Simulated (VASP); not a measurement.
# ZnGe2N2 (P-6m2) in VASP: a series of runs

The runs below take ZnGe2N2 through single point, relaxation of cell and atoms, with PBE.

Program: VASP 6.6.1. These are calculated values, not measurements. Logs are shortened: lines on timing, memory, paths and dates and some standing lists are left out, and cuts for length are marked.

## Step 1: The cell of the first run

The structure is hexagonal, space group P-6m2 (No. 187). The conventional cell has a = 3.336 Å, b = 3.336 Å, c = 7.269 Å, α = 90.00°, β = 90.00°, γ = 120.00°. Within 2.6 Å of Zn (site symmetry -6m2) lie 3 N at 1.93 Å. Ge (site symmetry 3m) has 4 N at 2.25 to 2.37 Å and 1 Ge at 2.78 Å and 3 Zn at 2.96 Å within 3.0 Å. N (site symmetry -6m2) has 3 Zn at 1.93 Å and 2 Ge at 2.25 Å within 2.6 Å. Within 3.1 Å of N (site symmetry -6m2) lie 6 Ge at 2.37 Å.

## Step 2: Single point, PBE

File INCAR:

```
SYSTEM = ZnGe2N2
PREC = Accurate ; ENCUT = 520
EDIFF = 1E-7 ; ISMEAR = 0
SIGMA = 0.15 ; LREAL = .False.
LASPH = .True. ; NELM = 80
ALGO = Normal ; ISIF = 2
LWAVE = .False. ; LCHARG = .False.
GGA = PE ; NBANDS = 33
```

File KPOINTS:

```
regular mesh
0
Gamma
  4 4 2
  0 0 0
```

File POSCAR:

```
ZnGe2N2
1.0
    3.3360239996     -0.0000000026      0.0000000000
   -1.6680119976      2.8890815326      0.0000000000
    0.0000000000      0.0000000000      7.2692108776
Zn Ge N
1 2 2
Direct
    0.6666666667      0.3333333333      0.5000000000
    0.3333333333      0.6666666667      0.8089539710
    0.3333333333      0.6666666667      0.1910460290
    0.3333333333      0.6666666667      0.5000000000
    0.0000000000      0.0000000000      0.0000000000
```

Potentials or basis: VASP PAW PBE potentials, release 64 (Zn, Ge_d, N).

Run with:

```bash
cat potpaw_PBE.64/Zn/POTCAR potpaw_PBE.64/Ge_d/POTCAR potpaw_PBE.64/N/POTCAR > POTCAR
mpirun -np 1 vasp_std > vasp.out
```

OUTCAR:

```text
SYSTEM = ZnGe2N2
   PREC = Accurate
   ENCUT = 520
   EDIFF = 1E-7
   ISMEAR = 0
   LREAL = .False.
   LASPH = .True.
   NELM = 80
   ISIF = 2
   GGA = PE

 ion  position               nearest neighbor table
   1  0.667  0.333  0.500-   4 1.93   4 1.93   4 1.93   3 2.96   2 2.96   3 2.96   2 2.96   2 2.96
                             3 2.96
   2  0.333  0.667  0.809-   4 2.25   3 2.78   1 2.96   1 2.96   1 2.96
   3  0.333  0.667  0.191-   4 2.25   2 2.78   1 2.96   1 2.96   1 2.96
   4  0.333  0.667  0.500-   1 1.93   1 1.93   1 1.93   3 2.25   2 2.25
   5  0.000  0.000  0.000-

  LATTYP: Found a hexagonal cell.
 ALAT       =     3.3360239996
 C/A-ratio  =     2.1790043712

  Lattice vectors:

 A1 = (   3.3360239996,  -0.0000000026,   0.0000000000)
 A2 = (  -1.6680119976,   2.8890815326,   0.0000000000)
 A3 = (   0.0000000000,   0.0000000000,   7.2692108776)

Analysis of symmetry for initial positions (statically):
=====================================================================
 Subroutine PRICEL returns:
 Original cell was already a primitive cell.

 Routine SETGRP: Setting up the symmetry group for a
 hexagonal supercell.

 Subroutine GETGRP returns: Found 12 space group operations
 (whereof 12 operations were pure point group operations)
 out of a pool of 24 trial point group operations.

The static configuration has the point symmetry D_3h.

Analysis of symmetry for dynamics (positions and initial velocities):
=====================================================================
 Subroutine PRICEL returns:
 Original cell was already a primitive cell.

 Routine SETGRP: Setting up the symmetry group for a
 hexagonal supercell.

 Subroutine GETGRP returns: Found 12 space group operations
 (whereof 12 operations were pure point group operations)
 out of a pool of 24 trial point group operations.

The dynamic configuration has the point symmetry D_3h.

 Subroutine INISYM returns: Found 12 space group operations
 (whereof 12 operations are pure point group operations),
 and found     1 'primitive' translations

----------------------------------------------------------------------------------------

                                     Primitive cell

  volume of cell :      70.0610

  direct lattice vectors                    reciprocal lattice vectors
     3.336024000 -0.000000003  0.000000000     0.299758035  0.173065382  0.000000000
    -1.668011998  2.889081533  0.000000000     0.000000000  0.346130765  0.000000000
     0.000000000  0.000000000  7.269210878     0.000000000  0.000000000  0.137566514

  length of vectors
     3.336024000  3.336024000  7.269210878     0.346130765  0.346130765  0.137566514

  position of ions in fractional coordinates (direct lattice)
     0.666666667  0.333333333  0.500000000
     0.333333333  0.666666667  0.808953971
     0.333333333  0.666666667  0.191046029
     0.333333333  0.666666667  0.500000000
     0.000000000  0.000000000  0.000000000

  ion indices of the primitive-cell ions
   primitive index   ion index
                 1           1
                 2           2
                 3           3
                 4           4
                 5           5

----------------------------------------------------------------------------------------

 KPOINTS: regular mesh

Automatic generation of k-mesh.
 Grid dimensions read from file:
 generate k-points for:    4    4    2

 Generating k-lattice:

  Cartesian coordinates                     Fractional coordinates (reciprocal lattice)
     0.074939509  0.043266346  0.000000000     0.250000000  0.000000000  0.000000000
     0.000000000  0.086532691  0.000000000     0.000000000  0.250000000  0.000000000
     0.000000000  0.000000000  0.068783257     0.000000000  0.000000000  0.500000000

  Length of vectors
     0.086532691  0.086532691  0.068783257

  Shift w.r.t. Gamma in fractional coordinates (k-lattice)
     0.000000000  0.000000000  0.000000000

 Subroutine IBZKPT returns following result:
 ===========================================

 Found      8 irreducible k-points:

 Following reciprocal coordinates:
            Coordinates               Weight
  0.000000  0.000000  0.000000      1.000000
  0.250000 -0.000000  0.000000      6.000000
  0.500000 -0.000000  0.000000      3.000000
  0.250000  0.250000  0.000000      6.000000
  0.000000  0.000000  0.500000      1.000000
  0.250000 -0.000000  0.500000      6.000000
  0.500000 -0.000000  0.500000      3.000000
  0.250000  0.250000  0.500000      6.000000
   k-points           NKPTS =      8   k-points in BZ     NKDIM =      8   number of bands    NBANDS=     33
   number of dos      NEDOS =    301   number of ions     NIONS =      5
   total plane-waves  NPLWV =  42336
   dimension x,y,z NGX =    28 NGY =   28 NGZ =   54
   dimension x,y,z NGXF=    56 NGYF=   56 NGZF=  108
   ions per type =               1   2   2
   NGX,Y,Z   is equivalent  to a cutoff of  13.95, 13.95, 12.35 a.u.
   NGXF,Y,Z  is equivalent  to a cutoff of  27.91, 27.91, 24.70 a.u.
 SYSTEM =  ZnGe2N2
   PREC   = accura    normal or accurate (medium, high low for compatibility)
   ISTART =      0    job   : 0-new  1-cont  2-samecut
   ICHARG =      2    charge: 1-file 2-atom 10-const
   ISPIN  =      1    spin polarized calculation?
   LNONCOLLINEAR =      F non collinear calculations
   LSORBIT =      F    spin-orbit coupling
   LASPH  =      T    aspherical Exc in radial PAW
   ENCUT  =  520.0 eV  38.22 Ry    6.18 a.u.   6.20  6.20 13.52*2*pi/ulx,y,z
   NELM   =     80;   NELMIN=  2; NELMDL= -5     # of ELM steps
   EDIFF  = 0.1E-06   stopping-criterion for ELM
   LREAL  =      F    real-space projection
   EDIFFG = 0.1E-05   stopping-criterion for IOM
   NSW    =      0    number of steps for IOM
   IBRION =     -1    ionic relax: 0-MD 1-quasi-New 2-CG
   NFREE  =      0    steps in history (QN), initial steepest desc. (CG)
   ISIF   =      2    stress and relaxation
   ISYM   =      2    0-nonsym 1-usesym 2-fastsym
   POTIM  = 0.5000    time-step for ionic-motion
   TEBEG  =    0.0;   TEEND  =   0.0 temperature during run
   PSTRESS=    0.0 pullay stress
   NELECT =      50.0000    total number of electrons
   NUPDOWN=      -1.0000    fix difference up-down
   EMIN   =  10.00;   EMAX   =-10.00  energy-range for DOS
   EFERMI =   0.00;   METHOD = LEGACY
   ISMEAR =     0;   SIGMA  =   0.15  broadening in eV -4-tet -1-fermi 0-gaus
   EFERMI_NEDOS =   21; number of points for ismear=-14 and -15
   IALGO  =     38    algorithm
   IMIX   =      4    mixing-type and parameters
     AMIX     =   0.40;   BMIX     =  1.00
     AMIX_MAG =   1.60;   BMIX_MAG =  1.00
  volume/ion in A,a.u.               =      14.01        94.56
  Fermi-wavevector in a.u.,A,eV,Ry     =   1.462983  2.764638 29.120830  2.140321
  Thomas-Fermi vector in A             =   2.579132
   LORBIT       =      0    0 simple, 1 ext, 2 COOP (PROOUT), +10 PAW based schemes
   GGA     = PE    functional components
   LHFCALC =     F    Hartree Fock is set to
   AEXX    =    0.0000 exact exchange contribution
   IVDW    =     0    specifies the selected vdW correction
   LEPSILON=     F    determine dielectric tensor
   LRPA    =     F    only Hartree local field effects (RPA)
 non-spin polarized calculation
 Gauss-broadening in eV      SIGMA  =   0.15
  energy-cutoff  :      520.00
  volume of cell :       70.06
 maximum number of plane-waves:      1911
 NGX is ok and might be reduce to    28
   NGX = 13   NGY = 13   NGZ = 27

 number of electron      50.0000015 magnetization

 Free energy of the ion-electron system (eV)
  ---------------------------------------------------
  ext. energy  EPLUGINS =         0.00000000
  ---------------------------------------------------
  free energy    TOTEN  =       -23.63316812 eV

  energy without entropy =      -23.62089124  energy(sigma->0) =      -23.62702968

 E-fermi :   5.1678     XC(G=0): -11.1864

 val. band max:        4.9427061143   @ k =   0.2500   0.2500   0.5000
 cond. band min:       5.2636356143   @ k =   0.2500  -0.0000   0.0000
 fundamental gap:      0.3209295000
 Fermi energy:         5.1678055497

 k-point     1 :       0.0000    0.0000    0.0000
  band No.  band energies     occupation
      1     -19.7682      2.00000
      2     -19.7036      2.00000
      3     -19.7036      2.00000
      4     -19.6988      2.00000
      5     -19.6988      2.00000
      6     -19.6957      2.00000
[... 25 lines left out ...]
     32      11.1760      0.00000
     33      14.8050      0.00000

 k-point     2 :       0.2500   -0.0000    0.0000
  band No.  band energies     occupation
      1     -19.7608      2.00000
      2     -19.7175      2.00000
      3     -19.7045      2.00000
      4     -19.7016      2.00000
      5     -19.6998      2.00000
      6     -19.6841      2.00000
[... 25 lines left out ...]
     32      12.1230      0.00000
     33      12.5089      0.00000

 k-point     3 :       0.5000   -0.0000    0.0000
  band No.  band energies     occupation
      1     -19.7554      2.00000
      2     -19.7311      2.00000
      3     -19.7070      2.00000
      4     -19.7052      2.00000
      5     -19.7027      2.00000
      6     -19.6844      2.00000
[... 25 lines left out ...]
     32      12.0216      0.00000
     33      13.2164      0.00000

 k-point     4 :       0.2500    0.2500    0.0000
  band No.  band energies     occupation
      1     -19.7527      2.00000
      2     -19.7264      2.00000
      3     -19.7121      2.00000
      4     -19.6957      2.00000
      5     -19.6918      2.00000
      6     -19.6816      2.00000
[... 25 lines left out ...]
     32      12.4504      0.00000
     33      13.6692      0.00000

 k-point     5 :       0.0000    0.0000    0.5000
  band No.  band energies     occupation
      1     -19.7629      2.00000
      2     -19.7034      2.00000
      3     -19.7034      2.00000
      4     -19.6986      2.00000
      5     -19.6986      2.00000
      6     -19.6956      2.00000
[... 25 lines left out ...]
     32      12.4784      0.00000
     33      14.0198      0.00000

 k-point     6 :       0.2500   -0.0000    0.5000
  band No.  band energies     occupation
      1     -19.7557      2.00000
      2     -19.7169      2.00000
      3     -19.7041      2.00000
      4     -19.7015      2.00000
      5     -19.7001      2.00000
      6     -19.6841      2.00000
[... 25 lines left out ...]
     32      12.3716      0.00000
     33      12.6750      0.00000

 k-point     7 :       0.5000   -0.0000    0.5000
  band No.  band energies     occupation
      1     -19.7509      2.00000
      2     -19.7301      2.00000
      3     -19.7066      2.00000
      4     -19.7057      2.00000
      5     -19.7022      2.00000
      6     -19.6853      2.00000
[... 25 lines left out ...]
     32      12.0489      0.00000
     33      12.3136      0.00000

 k-point     8 :       0.2500    0.2500    0.5000
  band No.  band energies     occupation
      1     -19.7478      2.00000
      2     -19.7259      2.00000
      3     -19.7116      2.00000
      4     -19.6956      2.00000
      5     -19.6919      2.00000
      6     -19.6823      2.00000
[... 25 lines left out ...]
     32      12.4426      0.00000
     33      12.6213      0.00000

------------------------ aborting loop because EDIFF is reached ----------------------------------------

  FORCE on cell =-STRESS in cart. coord.  units (eV):
  Direction    XX          YY          ZZ          XY          YZ          ZX
  --------------------------------------------------------------------------------------
  -------------------------------------------------------------------------------------
  Total        0.3241467      0.3241467      0.1915531     -0.0000000      0.0000000      0.0000000
  in kB        7.4126909      7.4126909      4.3804996     -0.0000000      0.0000000      0.0000000
  external PRESSURE =       6.4019604 kB  Pullay stress =       0.0000000 kB

 VOLUME and BASIS-vectors are now :
 -----------------------------------------------------------------------------
  energy-cutoff  :      520.00
  volume of cell :       70.06
      direct lattice vectors                 reciprocal lattice vectors
     3.336024000 -0.000000003  0.000000000     0.299758035  0.173065382  0.000000000
    -1.668011998  2.889081533  0.000000000     0.000000000  0.346130765  0.000000000
     0.000000000  0.000000000  7.269210878     0.000000000  0.000000000  0.137566514

 POSITION                                       TOTAL-FORCE (eV/Angst)
 -----------------------------------------------------------------------------------
      1.66801      0.96303      3.63461        -0.000000      0.000000      0.000000
      0.00000      1.92605      5.88046         0.000000     -0.000000      0.040153
      0.00000      1.92605      1.38875         0.000000     -0.000000     -0.040153
      0.00000      1.92605      3.63461        -0.000000      0.000000      0.000000
      0.00000      0.00000      0.00000         0.000000     -0.000000      0.000000
 -----------------------------------------------------------------------------------
    total drift:                               -0.000002      0.000001     -0.000000

  FREE ENERGIE OF THE ION-ELECTRON SYSTEM (eV)
  ---------------------------------------------------
  free  energy   TOTEN  =       -23.6331681245 eV

  energy  without entropy=      -23.6208912408  energy(sigma->0) =      -23.62702968
```

It took 16 s on 1 thread of Intel Xeon 6975P-C (Granite Rapids), shared host; peak memory 0.19 GiB.

Results:

```yaml
Free_energy: -23.6332 eV
Pressure: 0.6 GPa
Largest_force: 0.040 eV/Å
Band_gap_on_the_k_mesh: zero (band 25 reaches 5.47 eV, above the bottom of band 26 at 4.39 eV)
```

Forces in eV/Å, atoms in the order of the input:
```
Zn   0.000  0.000  0.000
Ge   0.000  0.000  0.040
Ge   0.000  0.000 -0.040
N    0.000  0.000  0.000
N    0.000  0.000  0.000
```

Stress tensor (GPa, compression positive):
```
0.74 0.00 0.00
0.00 0.74 0.00
0.00 0.00 0.44
```

Caveat: the k points lie up to 0.54 Å⁻¹ apart.

[end of part 1 of 2]
